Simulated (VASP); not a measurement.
Runs of VASP 6.6.1 on MgO (CsCl type). The structure is that of space group Pm-3m (No. 221), or close to it. The cells are those of the table. 

```csv
cell,gap on the mesh (eV),pressure (GPa)
"a = 2.093 Å, 2 atoms",7.15,402.1
"a = 2.232 Å, 2 atoms",6.46,187.1
"a = 2.168 Å, 2 atoms",6.77,269.1
"a = 2.292 Å, 2 atoms",(b),129.1
"a = 2.064 Å, 2 atoms",(a),466.4
```

Alike in all rows: task single point; level LDA; potentials or basis VASP PAW LDA potentials, release 64 (Mg, O); no spin polarisation; k mesh 12 × 12 × 12; cutoff (eV) 600; smearing gaussian 0.01 eV.

Problem. Fill in the values left out.

Solution. (a) 7.31; (b) 6.17.

A k mesh can miss the band edges.
